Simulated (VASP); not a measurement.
A run of VASP 6.6.1:

Contents of INCAR:

```
SYSTEM = HfMo2
PREC = Accurate
ENCUT = 520
EDIFF = 1E-6
ISMEAR = 0
SIGMA = 0.1
LREAL = .False.
LASPH = .True.
NELM = 60
ALGO = Fast
ISIF = 2
LWAVE = .False.
LCHARG = .True.
GGA = PS
LELF = .True.
LVHAR = .True.
NBANDS = 47
```

File KPOINTS:

```
regular mesh
0
Gamma
  8 8 8
  0 0 0
```

The input POSCAR:

```
HfMo2
1.0
    0.0000000000      3.5895820739      3.5895820739
    3.5895820739      0.0000000000      3.5895820739
    3.5895820739      3.5895820739      0.0000000000
Hf Mo
2 4
Direct
    0.5000000000      0.5000000000      0.5000000000
    0.7500000000      0.7500000000      0.7500000000
    0.1250000000      0.1250000000      0.1250000000
    0.6250000000      0.1250000000      0.1250000000
    0.1250000000      0.1250000000      0.6250000000
    0.1250000000      0.6250000000      0.1250000000
```

Potentials or basis: VASP PAW PBE potentials, release 64 (Hf_pv, Mo_sv).

Command:

```sh
$ cat potpaw_PBE.64/Hf_pv/POTCAR potpaw_PBE.64/Mo_sv/POTCAR > POTCAR
$ mpirun -np 1 vasp_std > vasp.out
```

Hardware: 1 thread of Intel(R) Xeon(R) 6975P-C (Granite Rapids), with other jobs on the host.

Q: How long does it take, and how much memory?

A: Run time: 84 s on 1 thread of Intel(R) Xeon(R) 6975P-C (Granite Rapids), on a shared host, peak memory 0.29 GiB. Counts: scf iterations 15, k points 29.
